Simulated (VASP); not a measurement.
Sn:

```
Sn
1.0
    -2.09469    2.09469    1.71437
     2.09469   -2.09469    1.71437
     2.09469    2.09469   -1.71437
Sn
1
Direct
  0.00000 0.00000 0.00000
```

* Program: VASP 6.6.1
* Task: relaxation of cell and atoms
* Functional: LDA
* Potentials or basis: VASP PAW LDA potentials, release 64 (Sn_d)
* Cutoff: 620 eV
* k mesh: 14 × 14 × 14
* Occupations: methfessel-paxton, width 0.05 eV
* Spin: no spin polarisation

At the start: pressure -6.4 GPa; volume 30.09 Å³/atom.

Question: How do energy, volume and symmetry change on relaxing?

Answer: Over 19 steps the energy falls by 100.1 meV/atom and the volume is 25.71 Å³/atom (-14.6 %); space group I4/mmm (No. 139, to 0.1 Å) before and after.

The path:
```
step  energy change (eV)  largest force (eV/Å)  pressure (GPa)  volume (Å³)
   1              0.0000                0.0000           -6.40        30.09
   2             -0.0953                0.0000            1.71        25.15
   3             -0.0991                0.0000            0.00        25.83
   4             -0.0990                0.0000           -0.20        25.91
   5             -0.0995                0.0000           -0.19        25.87
   6             -0.0996                0.0000           -0.21        25.86
   7             -0.0997                0.0000           -0.19        25.84
   8             -0.1001                0.0000           -0.16        25.79
   9             -0.1001                0.0000           -0.15        25.77
  10             -0.1001                0.0000           -0.15        25.78
  11             -0.1001                0.0000           -0.16        25.78
  12             -0.1001                0.0000            0.17        25.64
  13             -0.1002                0.0000            0.01        25.71
  14             -0.1002                0.0000            0.00        25.71
  15             -0.1002                0.0000            0.00        25.71
  16             -0.1001                0.0000           -0.01        25.71
  17             -0.1001                0.0000            0.02        25.70
  18             -0.1001                0.0000            0.00        25.71
  19             -0.1001                0.0000           -0.01        25.71
```

Final structure:
```
Sn
1.0
    -1.97530    1.97530    1.64730
     1.97530   -1.97530    1.64730
     1.97530    1.97530   -1.64730
Sn
1
Direct
  0.00000 0.00000 0.00000
```
